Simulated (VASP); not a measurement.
# SrCl2 (I4mm) in VASP: further runs

SrCl2 is run at these levels: PBE; tasks: single point.

Program: VASP 6.6.1. These are calculated values, not measurements. Logs are shortened: lines on timing, memory, paths and dates and some standing lists are left out, and cuts for length are marked.

## 1. The cell of the first run

Symmetry: I4mm, No. 107, tetragonal system. Conventional cell: a = 4.929 Å, b = 4.929 Å, c = 6.971 Å, α = 90.00°, β = 90.00°, γ = 90.00°. Within 3.9 Å of Sr (site symmetry 4mm) lie 8 Cl at 2.96 to 3.08 Å. Within 3.9 Å of Cl (site symmetry 2mm) lie 4 Sr at 2.96 to 3.08 Å and 6 Cl at 3.49 Å.

## 2. Single point, PBE (all Cl atoms moved -0.100 Å, as atom 2 along Cartesian [1 0 0])

Contents of INCAR:

```
SYSTEM = SrCl2
PREC = Accurate
ENCUT = 520
EDIFF = 1E-6
ISMEAR = 0
SIGMA = 0.05
LREAL = .False.
LASPH = .True.
NELM = 80
ALGO = Normal
ISIF = 2
LWAVE = .False.
LCHARG = .False.
GGA = PE
NBANDS = 19
```

Contents of KPOINTS:

```
Automatic mesh
0
Gamma
  6 6 6
  0 0 0
```

Contents of POSCAR:

```
SrCl2
1.0
    0.0000000000      3.4855000000      3.4855000000
    3.4855000000      0.0000000000      3.4855000000
    3.4855000000      3.4855000000      0.0000000000
Sr Cl
1 2
Direct
    0.0000000000      0.0000000000      0.0000000000
    0.2643451442      0.2356548558      0.2356548558
    0.7643451442      0.7356548558      0.7356548558
```

Potentials or basis: VASP PAW PBE potentials, release 64 (Sr_sv, Cl).

Launch:

```sh
> cat potpaw_PBE.64/Sr_sv/POTCAR potpaw_PBE.64/Cl/POTCAR > POTCAR
> mpirun -np 1 vasp_std > vasp.out
```

OUTCAR:

```text
SYSTEM = SrCl2
   PREC = Accurate
   ENCUT = 520
   EDIFF = 1E-6
   ISMEAR = 0
   LREAL = .False.
   LASPH = .True.
   NELM = 80
   ISIF = 2
   GGA = PE

 ion  position               nearest neighbor table
   1  0.000  0.000  0.000-   3 2.96   3 2.96   2 2.96   2 2.96   3 3.08   2 3.08   2 3.08   3 3.08

   2  0.264  0.236  0.236-   1 2.96   1 2.96   1 3.08   1 3.08
   3  0.764  0.736  0.736-   1 2.96   1 2.96   1 3.08   1 3.08

  LATTYP: Found a face centered cubic cell.
 ALAT       =     6.9710000000

  Lattice vectors:

 A1 = (   0.0000000000,   3.4855000000,   3.4855000000)
 A2 = (   3.4855000000,   0.0000000000,   3.4855000000)
 A3 = (   3.4855000000,   3.4855000000,   0.0000000000)

Analysis of symmetry for initial positions (statically):
=====================================================================
 Subroutine PRICEL returns:
 Original cell was already a primitive cell.

 Routine SETGRP: Setting up the symmetry group for a
 face centered cubic supercell.

 Subroutine GETGRP returns: Found  8 space group operations
 (whereof  8 operations were pure point group operations)
 out of a pool of 48 trial point group operations.

The static configuration has the point symmetry C_4v.

Analysis of symmetry for dynamics (positions and initial velocities):
=====================================================================
 Subroutine PRICEL returns:
 Original cell was already a primitive cell.

 Routine SETGRP: Setting up the symmetry group for a
 face centered cubic supercell.

 Subroutine GETGRP returns: Found  8 space group operations
 (whereof  8 operations were pure point group operations)
 out of a pool of 48 trial point group operations.

The dynamic configuration has the point symmetry C_4v.

 Subroutine INISYM returns: Found  8 space group operations
 (whereof  8 operations are pure point group operations),
 and found     1 'primitive' translations

----------------------------------------------------------------------------------------

                                     Primitive cell

  volume of cell :      84.6887

  direct lattice vectors                    reciprocal lattice vectors
     0.000000000  3.485500000  3.485500000    -0.143451442  0.143451442  0.143451442
     3.485500000  0.000000000  3.485500000     0.143451442 -0.143451442  0.143451442
     3.485500000  3.485500000  0.000000000     0.143451442  0.143451442 -0.143451442

  length of vectors
     4.929241372  4.929241372  4.929241372     0.248465185  0.248465185  0.248465185

  position of ions in fractional coordinates (direct lattice)
     0.000000000  0.000000000  0.000000000
     0.264345144  0.235654856  0.235654856
     0.764345144  0.735654856  0.735654856

  ion indices of the primitive-cell ions
   primitive index   ion index
                 1           1
                 2           2
                 3           3

----------------------------------------------------------------------------------------

 KPOINTS: Automatic mesh

Automatic generation of k-mesh.
 Grid dimensions read from file:
 generate k-points for:    6    6    6

 Generating k-lattice:

  Cartesian coordinates                     Fractional coordinates (reciprocal lattice)
    -0.023908574  0.023908574  0.023908574     0.166666667  0.000000000  0.000000000
     0.023908574 -0.023908574  0.023908574     0.000000000  0.166666667  0.000000000
     0.023908574  0.023908574 -0.023908574     0.000000000  0.000000000  0.166666667

  Length of vectors
     0.041410864  0.041410864  0.041410864

  Shift w.r.t. Gamma in fractional coordinates (k-lattice)
     0.000000000  0.000000000  0.000000000

 Subroutine IBZKPT returns following result:
 ===========================================

 Found     30 irreducible k-points:

 Following reciprocal coordinates:
            Coordinates               Weight
  0.000000  0.000000  0.000000      1.000000
  0.166667  0.000000  0.000000      8.000000
  0.333333  0.000000  0.000000      8.000000
  0.500000  0.000000  0.000000      4.000000
  0.166667  0.166667  0.000000      4.000000
  0.000000  0.166667  0.166667      2.000000
[... 16 lines left out ...]
  0.500000  0.333333  0.166667      8.000000
  0.166667  0.500000  0.333333      8.000000
 [... further k-points ...]
   k-points           NKPTS =     30   k-points in BZ     NKDIM =     30   number of bands    NBANDS=     19
   number of dos      NEDOS =    301   number of ions     NIONS =      3
   total plane-waves  NPLWV =  64000
   dimension x,y,z NGX =    40 NGY =   40 NGZ =   40
   dimension x,y,z NGXF=    80 NGYF=   80 NGZF=   80
   ions per type =               1   2
   NGX,Y,Z   is equivalent  to a cutoff of  13.49, 13.49, 13.49 a.u.
   NGXF,Y,Z  is equivalent  to a cutoff of  26.98, 26.98, 26.98 a.u.
 SYSTEM =  SrCl2
   PREC   = accura    normal or accurate (medium, high low for compatibility)
   ISTART =      0    job   : 0-new  1-cont  2-samecut
   ICHARG =      2    charge: 1-file 2-atom 10-const
   ISPIN  =      1    spin polarized calculation?
   LNONCOLLINEAR =      F non collinear calculations
   LSORBIT =      F    spin-orbit coupling
   LASPH  =      T    aspherical Exc in radial PAW
   ENCUT  =  520.0 eV  38.22 Ry    6.18 a.u.   9.17  9.17  9.17*2*pi/ulx,y,z
   NELM   =     80;   NELMIN=  2; NELMDL= -5     # of ELM steps
   EDIFF  = 0.1E-05   stopping-criterion for ELM
   LREAL  =      F    real-space projection
   EDIFFG = 0.1E-04   stopping-criterion for IOM
   NSW    =      0    number of steps for IOM
   IBRION =     -1    ionic relax: 0-MD 1-quasi-New 2-CG
   NFREE  =      0    steps in history (QN), initial steepest desc. (CG)
   ISIF   =      2    stress and relaxation
   ISYM   =      2    0-nonsym 1-usesym 2-fastsym
   POTIM  = 0.5000    time-step for ionic-motion
   TEBEG  =    0.0;   TEEND  =   0.0 temperature during run
   PSTRESS=    0.0 pullay stress
   NELECT =      24.0000    total number of electrons
   NUPDOWN=      -1.0000    fix difference up-down
   EMIN   =  10.00;   EMAX   =-10.00  energy-range for DOS
   EFERMI =   0.00;   METHOD = LEGACY
   ISMEAR =     0;   SIGMA  =   0.05  broadening in eV -4-tet -1-fermi 0-gaus
   EFERMI_NEDOS =   21; number of points for ismear=-14 and -15
   IALGO  =     38    algorithm
   IMIX   =      4    mixing-type and parameters
     AMIX     =   0.40;   BMIX     =  1.00
     AMIX_MAG =   1.60;   BMIX_MAG =  1.00
  volume/ion in A,a.u.               =      28.23       190.50
  Fermi-wavevector in a.u.,A,eV,Ry     =   1.075318  2.032056 15.732530  1.156308
  Thomas-Fermi vector in A             =   2.211171
   LORBIT       =      0    0 simple, 1 ext, 2 COOP (PROOUT), +10 PAW based schemes
   GGA     = PE    functional components
   LHFCALC =     F    Hartree Fock is set to
   AEXX    =    0.0000 exact exchange contribution
   IVDW    =     0    specifies the selected vdW correction
   LEPSILON=     F    determine dielectric tensor
   LRPA    =     F    only Hartree local field effects (RPA)
 non-spin polarized calculation
 Gauss-broadening in eV      SIGMA  =   0.05
  energy-cutoff  :      520.00
  volume of cell :       84.69
 maximum number of plane-waves:      2301
 NGX is ok and might be reduce to    40
   NGX = 19   NGY = 19   NGZ = 19

 number of electron      24.0000002 magnetization

 Free energy of the ion-electron system (eV)
  ---------------------------------------------------
  ext. energy  EPLUGINS =         0.00000000
  ---------------------------------------------------
  free energy    TOTEN  =       -12.76695683 eV

  energy without entropy =      -12.76695683  energy(sigma->0) =      -12.76695683

 E-fermi :   0.5170     XC(G=0):  -8.2919

 val. band max:        0.1767086014   @ k =   0.5000   0.5000   0.0000
 cond. band min:       5.5136159026   @ k =   0.0000   0.0000   0.0000
 fundamental gap:      5.3369073012
 Fermi energy:         0.5169812024

 k-point     1 :       0.0000    0.0000    0.0000
  band No.  band energies     occupation
      1     -32.7033      2.00000
      2     -14.7035      2.00000
      3     -14.6986      2.00000
      4     -14.6986      2.00000
      5     -13.1416      2.00000
      6     -12.2946      2.00000
[... 11 lines left out ...]
     18       9.2173      0.00000
     19       9.5071      0.00000

 k-point     2 :       0.1667    0.0000    0.0000
  band No.  band energies     occupation
      1     -32.7025      2.00000
      2     -14.7919      2.00000
      3     -14.7038      2.00000
      4     -14.7021      2.00000
      5     -12.9896      2.00000
      6     -12.3500      2.00000
[... 11 lines left out ...]
     18       8.9356      0.00000
     19       9.9160      0.00000

 k-point     3 :       0.3333    0.0000    0.0000
  band No.  band energies     occupation
      1     -32.7009      2.00000
      2     -14.9329      2.00000
      3     -14.7124      2.00000
      4     -14.7090      2.00000
      5     -12.7740      2.00000
      6     -12.4006      2.00000
[... 11 lines left out ...]
     18       8.7768      0.00000
     19       9.3051      0.00000

 k-point     4 :       0.5000    0.0000    0.0000
  band No.  band energies     occupation
      1     -32.7001      2.00000
      2     -14.9910      2.00000
      3     -14.7168      2.00000
      4     -14.7124      2.00000
      5     -12.7419      2.00000
      6     -12.3577      2.00000
[... 11 lines left out ...]
     18       8.8075      0.00000
     19       8.9560      0.00000

 k-point     5 :       0.1667    0.1667    0.0000
  band No.  band energies     occupation
      1     -32.7022      2.00000
      2     -14.8136      2.00000
      3     -14.7088      2.00000
      4     -14.7080      2.00000
      5     -12.9335      2.00000
      6     -12.3717      2.00000
[... 11 lines left out ...]
     18       8.9767      0.00000
     19       9.1869      0.00000

 k-point     6 :       0.0000    0.1667    0.1667
  band No.  band energies     occupation
      1     -32.7022      2.00000
      2     -14.8129      2.00000
      3     -14.7069      2.00000
      4     -14.7069      2.00000
      5     -12.9356      2.00000
      6     -12.3749      2.00000
[... 11 lines left out ...]
     18       8.9649      0.00000
     19       9.1511      0.00000

 k-point     7 :       0.3333    0.1667    0.0000
  band No.  band energies     occupation
      1     -32.7009      2.00000
      2     -14.9159      2.00000
      3     -14.7335      2.00000
      4     -14.7150      2.00000
      5     -12.7185      2.00000
      6     -12.4426      2.00000
[... 11 lines left out ...]
     18       8.7257      0.00000
     19       9.6227      0.00000

 k-point     8 :       0.0000    0.3333    0.1667
  band No.  band energies     occupation
      1     -32.7009      2.00000
      2     -14.9142      2.00000
      3     -14.7309      2.00000
      4     -14.7145      2.00000
      5     -12.7209      2.00000
      6     -12.4475      2.00000
[... 256 lines left out ...]
 k-point    20 :       0.0000   -0.3333    0.3333
  band No.  band energies     occupation
      1     -32.6993      2.00000
      2     -14.9230      2.00000
      3     -14.8679      2.00000
      4     -14.7215      2.00000
      5     -12.5442      2.00000
      6     -12.4429      2.00000
[... 11 lines left out ...]
     18       9.2323      0.00000
     19      10.3398      0.00000

 k-point    21 :       0.5000    0.5000    0.0000
  band No.  band energies     occupation
      1     -32.6990      2.00000
      2     -15.0547      2.00000
      3     -14.7395      2.00000
      4     -14.7328      2.00000
      5     -12.5868      2.00000
      6     -12.3736      2.00000
[... 11 lines left out ...]
     18       8.8990      0.00000
     19      10.0930      0.00000

 k-point    22 :       0.0000    0.5000    0.5000
  band No.  band energies     occupation
      1     -32.6990      2.00000
      2     -15.0509      2.00000
      3     -14.7318      2.00000
      4     -14.7318      2.00000
      5     -12.5991      2.00000
      6     -12.3803      2.00000
[... 11 lines left out ...]
     18       8.8548      0.00000
     19      10.1251      0.00000

 k-point    23 :       0.5000    0.3333    0.1667
  band No.  band energies     occupation
      1     -32.6998      2.00000
      2     -14.9503      2.00000
      3     -14.7947      2.00000
      4     -14.7210      2.00000
      5     -12.5558      2.00000
      6     -12.4870      2.00000
[... 11 lines left out ...]
     18       8.9089      0.00000
     19       9.9835      0.00000

 k-point    24 :       0.1667    0.5000    0.3333
  band No.  band energies     occupation
      1     -32.6998      2.00000
      2     -14.9480      2.00000
      3     -14.7924      2.00000
      4     -14.7210      2.00000
      5     -12.5531      2.00000
      6     -12.4967      2.00000
[... 11 lines left out ...]
     18       8.8988      0.00000
     19       9.9926      0.00000

 [... further k-points ...]

------------------------ aborting loop because EDIFF is reached ----------------------------------------

  FORCE on cell =-STRESS in cart. coord.  units (eV):
  Direction    XX          YY          ZZ          XY          YZ          ZX
  --------------------------------------------------------------------------------------
  -------------------------------------------------------------------------------------
  Total        0.6582189      0.6941439      0.6941439     -0.0000000      0.0000000      0.0000000
  in kB       12.4524752     13.1321201     13.1321201     -0.0000000      0.0000000      0.0000000
  external PRESSURE =      12.9055718 kB  Pullay stress =       0.0000000 kB

 VOLUME and BASIS-vectors are now :
 -----------------------------------------------------------------------------
  energy-cutoff  :      520.00
  volume of cell :       84.69
      direct lattice vectors                 reciprocal lattice vectors
     0.000000000  3.485500000  3.485500000    -0.143451442  0.143451442  0.143451442
     3.485500000  0.000000000  3.485500000     0.143451442 -0.143451442  0.143451442
     3.485500000  3.485500000  0.000000000     0.143451442  0.143451442 -0.143451442

 POSITION                                       TOTAL-FORCE (eV/Angst)
 -----------------------------------------------------------------------------------
      0.00000      0.00000      0.00000        -0.277339      0.000000      0.000000
      1.64275      1.74275      1.74275         0.138669      0.000000      0.000000
      5.12825      5.22825      5.22825         0.138669     -0.000000     -0.000000
 -----------------------------------------------------------------------------------
    total drift:                                0.000408     -0.000000     -0.000000

  FREE ENERGIE OF THE ION-ELECTRON SYSTEM (eV)
  ---------------------------------------------------
  free  energy   TOTEN  =       -12.7669568301 eV

  energy  without entropy=      -12.7669568301  energy(sigma->0) =      -12.76695683
```

Run time: 46 s. Hardware: 1 thread of AMD EPYC 7R13 (Zen 3), shared host; peak memory 0.21 GiB.

Results:

| Quantity | Value |
| --- | --- |
| Free energy | -12.7670 eV |
| Pressure | 1.3 GPa |
| Largest force | 0.277 eV/Å |
| Band gap on the k mesh | 5.34 eV (least direct gap 5.50 eV) |

Forces on the atoms (eV/Å):
```
Sr  -0.277  0.000  0.000
Cl   0.139  0.000  0.000
Cl   0.139  0.000  0.000
```

Levels at points of the mesh, in eV from the valence-band top:
```tsv
k point	band 10	band 11	band 12	band 13	band 14	band 15
(0.00, 0.00, 0.00)	-0.36	-0.35	-0.35	5.34	6.08	6.12
(0.50, 0.00, 0.00)	-1.32	-1.06	-1.06	6.70	6.72	7.42
(0.50, 0.50, 0.00)	-0.44	-0.41	0.00	5.50	7.03	7.58
(0.00, 0.50, 0.50)	-0.41	-0.41	-0.01	5.51	7.07	7.58
```

Caveat: the cell differs from its parent crystal (all Cl atoms moved -0.100 Å, as atom 2 along Cartesian [1 0 0]). A k mesh can miss the band edges.

(Part 1 of 2 ends here.)
